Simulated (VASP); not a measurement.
# Na (Im-3m) in VASP: notebook

Runs on Na. Level: PBEsol. Tasks: single point.

All numbers are computed with VASP 6.6.1; they aren't measurements. Logs are shortened: lines on timing, memory, paths and dates and some standing lists are left out, and cuts for length are marked.

## (1) The cell of the first run

The structure is cubic, space group Im-3m (No. 229). The conventional cell has a = 4.169 Å, b = 4.169 Å, c = 4.169 Å, α = 90.00°, β = 90.00°, γ = 90.00°. Within 4.7 Å of Na (site symmetry m-3m) lie 14 Na at 3.61 to 4.17 Å.

## (2) Single point, PBEsol

Contents of INCAR:

```
SYSTEM = Na
ALGO = Normal ; EDIFF = 1E-6
ENCUT = 520 ; GGA = PS
ISIF = 2 ; ISMEAR = 0
LASPH = .True. ; LCHARG = .False.
LREAL = .False. ; LWAVE = .False.
NBANDS = 10 ; NELM = 100
PREC = Accurate ; SIGMA = 0.1
```

Contents of KPOINTS:

```
k-points
0
Gamma
  14 14 14
  0 0 0
```

Contents of POSCAR:

```
Na
1.0
   -2.0845825934      2.0845825934      2.0845825934
    2.0845825934     -2.0845825934      2.0845825934
    2.0845825934      2.0845825934     -2.0845825934
Na
1
Direct
    0.0000000000      0.0000000000      0.0000000000
```

Potentials or basis: VASP PAW PBE potentials, release 64 (Na_pv).

Run with:

```sh
> cat potpaw_PBE.64/Na_pv/POTCAR > POTCAR
> mpirun -np 1 vasp_std > vasp.out
```

OUTCAR:

```text
SYSTEM = Na
   EDIFF = 1E-6
   ENCUT = 520
   GGA = PS
   ISIF = 2
   ISMEAR = 0
   LASPH = .True.
   LREAL = .False.
   NELM = 100
   PREC = Accurate

 ion  position               nearest neighbor table
   1  0.000  0.000  0.000-

  LATTYP: Found a body centered cubic cell.
 ALAT       =     4.1691651868

  Lattice vectors:

 A1 = (  -2.0845825934,   2.0845825934,   2.0845825934)
 A2 = (   2.0845825934,  -2.0845825934,   2.0845825934)
 A3 = (   2.0845825934,   2.0845825934,  -2.0845825934)

Analysis of symmetry for initial positions (statically):
=====================================================================
 Subroutine PRICEL returns:
 Original cell was already a primitive cell.

 Routine SETGRP: Setting up the symmetry group for a
 body centered cubic supercell.

 Subroutine GETGRP returns: Found 48 space group operations
 (whereof 48 operations were pure point group operations)
 out of a pool of 48 trial point group operations.

The static configuration has the point symmetry O_h .

Analysis of symmetry for dynamics (positions and initial velocities):
=====================================================================
 Subroutine PRICEL returns:
 Original cell was already a primitive cell.

 Routine SETGRP: Setting up the symmetry group for a
 body centered cubic supercell.

 Subroutine GETGRP returns: Found 48 space group operations
 (whereof 48 operations were pure point group operations)
 out of a pool of 48 trial point group operations.

The dynamic configuration has the point symmetry O_h .

 Subroutine INISYM returns: Found 48 space group operations
 (whereof 48 operations are pure point group operations),
 and found     1 'primitive' translations

----------------------------------------------------------------------------------------

                                     Primitive cell

  volume of cell :      36.2341

  direct lattice vectors                    reciprocal lattice vectors
    -2.084582593  2.084582593  2.084582593     0.000000000  0.239856171  0.239856171
     2.084582593 -2.084582593  2.084582593     0.239856171  0.000000000  0.239856171
     2.084582593  2.084582593 -2.084582593     0.239856171  0.239856171  0.000000000

  length of vectors
     3.610602964  3.610602964  3.610602964     0.339207851  0.339207851  0.339207851

  position of ions in fractional coordinates (direct lattice)
     0.000000000  0.000000000  0.000000000
[... 79 lines left out ...]
   NSW    =      0    number of steps for IOM
   IBRION =     -1    ionic relax: 0-MD 1-quasi-New 2-CG
   NFREE  =      0    steps in history (QN), initial steepest desc. (CG)
   ISIF   =      2    stress and relaxation
   ISYM   =      2    0-nonsym 1-usesym 2-fastsym
   POTIM  = 0.5000    time-step for ionic-motion
   TEBEG  =    0.0;   TEEND  =   0.0 temperature during run
   PSTRESS=    0.0 pullay stress
   NELECT =       7.0000    total number of electrons
   NUPDOWN=      -1.0000    fix difference up-down
   EMIN   =  10.00;   EMAX   =-10.00  energy-range for DOS
   EFERMI =   0.00;   METHOD = LEGACY
   ISMEAR =     0;   SIGMA  =   0.10  broadening in eV -4-tet -1-fermi 0-gaus
   EFERMI_NEDOS =   21; number of points for ismear=-14 and -15
   IALGO  =     38    algorithm
   IMIX   =      4    mixing-type and parameters
     AMIX     =   0.40;   BMIX     =  1.00
     AMIX_MAG =   1.60;   BMIX_MAG =  1.00
  volume/ion in A,a.u.               =      36.23       244.52
  Fermi-wavevector in a.u.,A,eV,Ry     =   0.946386  1.788411 12.186016  0.895647
  Thomas-Fermi vector in A             =   2.074379
   LORBIT       =      0    0 simple, 1 ext, 2 COOP (PROOUT), +10 PAW based schemes
   GGA     = PS    functional components
   LHFCALC =     F    Hartree Fock is set to
   AEXX    =    0.0000 exact exchange contribution
   IVDW    =     0    specifies the selected vdW correction
   LEPSILON=     F    determine dielectric tensor
   LRPA    =     F    only Hartree local field effects (RPA)
 non-spin polarized calculation
 Gauss-broadening in eV      SIGMA  =   0.10
  energy-cutoff  :      520.00
  volume of cell :       36.23
 maximum number of plane-waves:       989
   NGX = 13   NGY = 13   NGZ = 13

 number of electron       6.9999995 magnetization

 Free energy of the ion-electron system (eV)
  ---------------------------------------------------
  ext. energy  EPLUGINS =         0.00000000
  ---------------------------------------------------
  free energy    TOTEN  =        -1.40042936 eV

  energy without entropy =       -1.39741519  energy(sigma->0) =       -1.39892228

 E-fermi :   0.3446     XC(G=0):  -6.5617

 val. band max:        0.3176126466   @ k =  -0.3571   0.4286   0.1429
 cond. band min:       0.3989463779   @ k =   0.3571   0.0714   0.0714
 fundamental gap:      0.0813337313
 Fermi energy:         0.3446151796

 k-point     1 :       0.0000    0.0000    0.0000
  band No.  band energies     occupation
      1     -24.3963      2.00000
      2     -24.3963      2.00000
      3     -24.3963      2.00000
      4      -2.9554      2.00000
      5      12.2519      0.00000
      6      12.2519      0.00000
      7      12.2519      0.00000
      8      13.2705      0.00000
      9      13.2705      0.00000
     10      13.8222      0.00000
[... 287 lines left out ...]
 k-point    24 :       0.3571    0.2857    0.0000
  band No.  band energies     occupation
      1     -24.4261      2.00000
      2     -24.4201      2.00000
      3     -24.4011      2.00000
      4       2.0934      0.00000
      5       2.5235      0.00000
      6       3.8362      0.00000
      7       8.5099      0.00000
      8      12.7862      0.00000
      9      13.6922      0.00000
     10      14.8636      0.00000

 [... further k-points ...]

------------------------ aborting loop because EDIFF is reached ----------------------------------------

  FORCE on cell =-STRESS in cart. coord.  units (eV):
  Direction    XX          YY          ZZ          XY          YZ          ZX
  --------------------------------------------------------------------------------------
  -------------------------------------------------------------------------------------
  Total       -0.0026258     -0.0026258     -0.0026258      0.0000000      0.0000000      0.0000000
  in kB       -0.1161069     -0.1161069     -0.1161069      0.0000000      0.0000000      0.0000000
  external PRESSURE =      -0.1161069 kB  Pullay stress =       0.0000000 kB

 VOLUME and BASIS-vectors are now :
 -----------------------------------------------------------------------------
  energy-cutoff  :      520.00
  volume of cell :       36.23
      direct lattice vectors                 reciprocal lattice vectors
    -2.084582593  2.084582593  2.084582593     0.000000000  0.239856171  0.239856171
     2.084582593 -2.084582593  2.084582593     0.239856171  0.000000000  0.239856171
     2.084582593  2.084582593 -2.084582593     0.239856171  0.239856171  0.000000000

 POSITION                                       TOTAL-FORCE (eV/Angst)
 -----------------------------------------------------------------------------------
      0.00000      0.00000      0.00000         0.000000     -0.000000      0.000000
 -----------------------------------------------------------------------------------
    total drift:                               -0.000000     -0.000000     -0.000000

  FREE ENERGIE OF THE ION-ELECTRON SYSTEM (eV)
  ---------------------------------------------------
  free  energy   TOTEN  =        -1.4004293648 eV

  energy  without entropy=       -1.3974151872  energy(sigma->0) =       -1.39892228
```

stdout:

```text
POSCAR found type information on POSCAR Na
 POSCAR found :  1 types and       1 ions
 scaLAPACK will be used
 -----------------------------------------------------------------------------
|                                                                             |
|                                                                             |
|     You enforced a specific xc type in the INCAR file but a different       |
|     I HOPE YOU KNOW WHAT YOU ARE DOING!                                     |
|                                                                             |
 -----------------------------------------------------------------------------

 LDA part: xc-table for (Slater+PW92), standard interpolation
 POSCAR, INCAR and KPOINTS ok, starting setup
 FFT: planning ... GRIDC
 FFT: planning ... GRID_SOFT
 FFT: planning ... GRID
 WAVECAR not read
 entering main loop
```

Run time: 28 s. Hardware: 1 thread of Intel Xeon Platinum 8259CL at 2.50GHz (Skylake/Cascade Lake), shared host; peak memory 0.16 GiB.

What came out:

```yaml
Free_energy: -1.4004 eV
Pressure: 0.0 GPa
```

Caveat: the PAW data sets were made with another functional, which shifts forces and pressure a little.

## (3) Single point, PBEsol (volume scaled by 1.03)

Contents of INCAR:

```
ALGO = Normal ; EDIFF = 1E-6
ENCUT = 520 ; GGA = PS
ISIF = 2 ; ISMEAR = 0
LASPH = True ; LCHARG = False
LREAL = False ; LWAVE = False
NBANDS = 10 ; NELM = 80
PREC = Accurate ; SIGMA = 0.1
```

Contents of KPOINTS:

```
k-points
0
Gamma
  14 14 14
```

Contents of POSCAR:

```
Na
1.0
   -2.1052233673      2.1052233673      2.1052233673
    2.1052233673     -2.1052233673      2.1052233673
    2.1052233673      2.1052233673     -2.1052233673
Na
1
Direct
    0.0000000000      0.0000000000      0.0000000000
```

Potentials or basis: VASP PAW PBE potentials, release 64 (Na_pv).

Run with:

```sh
> cat potpaw_PBE.64/Na_pv/POTCAR > POTCAR
> mpirun -np 1 vasp_std > vasp.out
```

OUTCAR:

```text
EDIFF = 1E-6
   ENCUT = 520
   GGA = PS
   ISIF = 2
   ISMEAR = 0
   LASPH = True
   LREAL = False
   NELM = 80
   PREC = Accurate

 ion  position               nearest neighbor table
   1  0.000  0.000  0.000-

  LATTYP: Found a body centered cubic cell.
 ALAT       =     4.2104467346

  Lattice vectors:

 A1 = (  -2.1052233673,   2.1052233673,   2.1052233673)
 A2 = (   2.1052233673,  -2.1052233673,   2.1052233673)
 A3 = (   2.1052233673,   2.1052233673,  -2.1052233673)

Analysis of symmetry for initial positions (statically):
=====================================================================
 Subroutine PRICEL returns:
 Original cell was already a primitive cell.

 Routine SETGRP: Setting up the symmetry group for a
 body centered cubic supercell.

 Subroutine GETGRP returns: Found 48 space group operations
 (whereof 48 operations were pure point group operations)
 out of a pool of 48 trial point group operations.

The static configuration has the point symmetry O_h .

[... 161 lines left out ...]
 cond. band min:       0.3140405635   @ k =   0.3571   0.0714   0.0714
 fundamental gap:      0.0801246746
 Fermi energy:         0.2608187610

 k-point     1 :       0.0000    0.0000    0.0000
  band No.  band energies     occupation
      1     -24.5041      2.00000
      2     -24.5041      2.00000
      3     -24.5041      2.00000
      4      -2.9768      2.00000
      5      11.9750      0.00000
      6      11.9750      0.00000
      7      11.9750      0.00000
      8      12.9758      0.00000
      9      12.9758      0.00000
     10      13.5149      0.00000
[... 287 lines left out ...]
 k-point    24 :       0.3571    0.2857    0.0000
  band No.  band energies     occupation
      1     -24.5309      2.00000
      2     -24.5255      2.00000
      3     -24.5084      2.00000
      4       1.9862      0.00000
      5       2.4008      0.00000
      6       3.6724      0.00000
      7       8.2583      0.00000
      8      12.4860      0.00000
      9      13.3793      0.00000
     10      14.4765      0.00000

 [... further k-points ...]

------------------------ aborting loop because EDIFF is reached ----------------------------------------

  FORCE on cell =-STRESS in cart. coord.  units (eV):
  Direction    XX          YY          ZZ          XY          YZ          ZX
  --------------------------------------------------------------------------------------
  -------------------------------------------------------------------------------------
  Total       -0.0533691     -0.0533691     -0.0533691      0.0000000     -0.0000000      0.0000000
  in kB       -2.2911112     -2.2911112     -2.2911112      0.0000000     -0.0000000      0.0000000
  external PRESSURE =      -2.2911112 kB  Pullay stress =       0.0000000 kB

 VOLUME and BASIS-vectors are now :
 -----------------------------------------------------------------------------
  energy-cutoff  :      520.00
  volume of cell :       37.32
      direct lattice vectors                 reciprocal lattice vectors
    -2.105223367  2.105223367  2.105223367     0.000000000  0.237504489  0.237504489
     2.105223367 -2.105223367  2.105223367     0.237504489  0.000000000  0.237504489
     2.105223367  2.105223367 -2.105223367     0.237504489  0.237504489  0.000000000

 POSITION                                       TOTAL-FORCE (eV/Angst)
 -----------------------------------------------------------------------------------
      0.00000      0.00000      0.00000         0.000000      0.000000     -0.000000
 -----------------------------------------------------------------------------------
    total drift:                               -0.000000     -0.000000     -0.000000

  FREE ENERGIE OF THE ION-ELECTRON SYSTEM (eV)
  ---------------------------------------------------
  free  energy   TOTEN  =        -1.3997900435 eV

  energy  without entropy=       -1.3967479902  energy(sigma->0) =       -1.39826902
```

OSZICAR:

```text
N       E                     dE             d eps       ncg     rms          rms(c)
DAV:   1     0.289378501625E+02    0.28938E+02   -0.37890E+03  2094   0.587E+02
DAV:   2    -0.738348600625E+00   -0.29676E+02   -0.29534E+02  2114   0.152E+02
DAV:   3    -0.139675704093E+01   -0.65841E+00   -0.65767E+00  2548   0.245E+01
DAV:   4    -0.140184699266E+01   -0.50900E-02   -0.50895E-02  2412   0.214E+00
DAV:   5    -0.140191728584E+01   -0.70293E-04   -0.70293E-04  2422   0.249E-01    0.235E-01
DAV:   6    -0.140028972944E+01    0.16276E-02   -0.27749E-03  2442   0.768E-01    0.143E-01
DAV:   7    -0.139984288521E+01    0.44684E-03   -0.24896E-03  2346   0.650E-01    0.456E-02
DAV:   8    -0.139978978092E+01    0.53104E-04   -0.19958E-04  2368   0.245E-01    0.205E-03
DAV:   9    -0.139979004349E+01   -0.26257E-06   -0.71748E-07  1654   0.941E-03
   1 F= -.13997900E+01 E0= -.13982690E+01  d E =-.304205E-02
```

stdout:

```text
POSCAR found type information on POSCAR Na
 POSCAR found :  1 types and       1 ions
 scaLAPACK will be used
 -----------------------------------------------------------------------------
|                                                                             |
|                                                                             |
|     You enforced a specific xc type in the INCAR file but a different       |
|     I HOPE YOU KNOW WHAT YOU ARE DOING!                                     |
|                                                                             |
 -----------------------------------------------------------------------------

 LDA part: xc-table for (Slater+PW92), standard interpolation
 POSCAR, INCAR and KPOINTS ok, starting setup
 FFT: planning ... GRIDC
 FFT: planning ... GRID_SOFT
 FFT: planning ... GRID
 WAVECAR not read
 entering main loop
```

Wall time 26 s (1 thread of Intel Xeon Platinum 8259CL at 2.50GHz (Skylake/Cascade Lake), shared host); peak memory 0.17 GiB.

Results:

- Free energy: -1.3998 eV
- Pressure: -0.2 GPa

Levels at points of the mesh, in eV from the Fermi level:
```csv
k point,band 1,band 2,band 3,band 4,band 5,band 6,band 7
"(0.00, 0.00, 0.00)",-24.76,-24.76,-24.76,-3.24,11.71,11.71,11.71
"(0.50, 0.00, 0.00)",-24.80,-24.78,-24.76,0.77,1.24,8.20,9.14
"(0.50, 0.50, 0.50)",-24.79,-24.79,-24.79,4.53,4.53,4.89,4.89
```

Caveat: the PAW data sets were made with another functional, which shifts forces and pressure a little.

## (4) Single point, PBEsol (volume scaled by 1.06)

Contents of INCAR:

```
SYSTEM = Na
  PREC = Accurate
  ENCUT = 520
  EDIFF = 1E-6
  ISMEAR = 0
  SIGMA = 0.1
  LREAL = .FALSE.
  LASPH = .TRUE.
  NELM = 60
  ALGO = Fast
  ISIF = 2
  LWAVE = .FALSE.
  LCHARG = .TRUE.
  GGA = PS
  LELF = .TRUE.
  LVHAR = .TRUE.
  NBANDS = 10
```

Contents of KPOINTS:

```
Automatic mesh
0
G
  14 14 14
  0 0 0
```

Contents of POSCAR:

```
Na
1.0
   -2.1254671416      2.1254671416      2.1254671416
    2.1254671416     -2.1254671416      2.1254671416
    2.1254671416      2.1254671416     -2.1254671416
Na
1
Direct
    0.0000000000      0.0000000000      0.0000000000
```

Run with:

```sh
> cat potpaw_PBE.64/Na_pv/POTCAR > POTCAR
> mpirun -np 1 vasp_std > vasp.out
```

It took 41 s on 1 thread of Intel Xeon Platinum 8259CL at 2.50GHz (Skylake/Cascade Lake), shared host; peak memory 0.16 GiB.

Results (log left out):

- Free energy: -1.3977 eV
- Pressure: -0.4 GPa

Levels at points of the mesh, in eV from the Fermi level:
| k point | band 1 | band 2 | band 3 | band 4 | band 5 | band 6 | band 7 |
| --- | --- | --- | --- | --- | --- | --- | --- |
| (0.00, 0.00, 0.00) | -24.79 | -24.79 | -24.79 | -3.18 | 11.53 | 11.53 | 11.53 |
| (0.50, 0.00, 0.00) | -24.82 | -24.80 | -24.79 | 0.76 | 1.21 | 8.08 | 8.94 |
| (0.50, 0.50, 0.50) | -24.81 | -24.81 | -24.81 | 4.48 | 4.48 | 4.79 | 4.79 |

Caveat: the PAW data sets were made with another functional, which shifts forces and pressure a little.

## (5) Single point, PBEsol (volume scaled by 1.10)

Contents of INCAR:

```
SYSTEM = Na
  ALGO = Normal
  EDIFF = 1E-6
  ENCUT = 520
  GGA = PS
  ISIF = 2
  ISMEAR = 0
  LASPH = .TRUE.
  LCHARG = .FALSE.
  LREAL = .FALSE.
  LWAVE = .FALSE.
  NBANDS = 10
  NELM = 100
  PREC = Accurate
  SIGMA = 0.1
```

Contents of KPOINTS:

```
k-points
0
G
  14 14 14
  0 0 0
```

Contents of POSCAR:

```
Na
1.0
   -2.1518731601      2.1518731601      2.1518731601
    2.1518731601     -2.1518731601      2.1518731601
    2.1518731601      2.1518731601     -2.1518731601
Na
1
Direct
    0.0000000000      0.0000000000      0.0000000000
```

Run with:

```sh
> cat potpaw_PBE.64/Na_pv/POTCAR > POTCAR
> mpirun -np 1 vasp_std > vasp.out
```

Run time: 26 s. Hardware: 1 thread of Intel Xeon Platinum 8259CL at 2.50GHz (Skylake/Cascade Lake), shared host; peak memory 0.16 GiB.

The run converged. Its results:

| Quantity | Value |
| --- | --- |
| Free energy | -1.3931 eV |
| Pressure | -0.6 GPa |

Levels at points of the mesh, in eV from the Fermi level:
```
           k point  band 1  band 2  band 3  band 4  band 5  band 6  band 7
(0.00, 0.00, 0.00)  -24.82  -24.82  -24.82   -3.10   11.29   11.29   11.29
(0.50, 0.00, 0.00)  -24.85  -24.83  -24.82    0.76    1.17    7.93    8.70
(0.50, 0.50, 0.50)  -24.84  -24.84  -24.84    4.42    4.42    4.67    4.67
```

Caveat: the PAW data sets were made with another functional, which shifts forces and pressure a little.

## (6) Overview

```tsv
cell	gap on the mesh (eV)	pressure (GPa)
a = 3.611 Å, angles 109.5°, 1 atom	none	0.0
a = 3.646 Å, angles 109.5°, 1 atom	none	-0.2
a = 3.681 Å, angles 109.5°, 1 atom	none	-0.4
a = 3.727 Å, angles 109.5°, 1 atom	none	-0.6
```

Alike in all rows: task single point; level PBEsol; potentials or basis VASP PAW PBE potentials, release 64 (Na_pv); no spin polarisation; k mesh 14 × 14 × 14; cutoff (eV) 520; smearing gaussian 0.1 eV.

Caveats: the PAW data sets were made with another functional, which shifts forces and pressure a little.

Total energies depend on the potentials used, so only differences within one code and one set of settings carry meaning.
